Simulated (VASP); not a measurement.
Write the native input for VASP 6.6.1 that does the following.

```
Task                   : electric field gradients
Functional             : PBE
Potentials or basis    : VASP PAW PBE potentials, release 64 (Pb_d, S)
Cutoff                 : 520 eV
k mesh                 : 8 × 8 × 8
Occupations            : fermi-dirac, width 0.01 eV
Spin                   : no spin polarisation
Dipole correction      : no
Further INCAR settings : ALGO = Normal; EDIFF = 1e-08; NBANDS = 17
```

The structure of PbS lies in POSCAR:

```
PbS
1.0
   -0.0296500000      2.9501750000      2.9501750000
    2.9501750000     -0.0296500000      2.9501750000
    2.9501750000      2.9501750000     -0.0296500000
Pb S
1 1
Direct
    0.0000000000      0.0000000000      0.0000000000
    0.5000000000      0.5000000000      0.5000000000
```

This cell differs from its parent crystal: equal xy, yz and zx shear strains of -1 %.

These files were run (other wordings do the same):

INCAR

```
SYSTEM = PbS
  PREC = Accurate
  ENCUT = 520
  EDIFF = 1E-8
  ISMEAR = -1
  SIGMA = 0.01
  LREAL = .FALSE.
  LASPH = .TRUE.
  NELM = 100
  ALGO = Normal
  ISIF = 2
  LWAVE = .FALSE.
  LCHARG = .FALSE.
  GGA = PE
  LEFG = .TRUE.
  NBANDS = 17
```

KPOINTS

```
regular mesh
0
G
  8 8 8
  0 0 0
```

Potentials or basis: VASP PAW PBE potentials, release 64 (Pb_d, S).

Command:

```console
$ cat potpaw_PBE.64/Pb_d/POTCAR potpaw_PBE.64/S/POTCAR > POTCAR
$ mpirun -np 1 vasp_std > vasp.out
```

Results of the run:

The pressure is 2.2 GPa. The band gap on the k mesh is 0.26 eV, indirect (least direct gap 0.34 eV).

Caveat: the cell differs from its parent crystal (equal xy, yz and zx shear strains of -1 %); without QUAD_EFG the Cq values of the log hold for a quadrupole moment of 1 mb, not for the nuclei; spin-orbit coupling is left out, which moves the levels of the heavy elements.

It took 28 s on 1 thread of Intel(R) Xeon(R) 6975P-C (Granite Rapids) (shared host), peak memory 0.2 GiB.
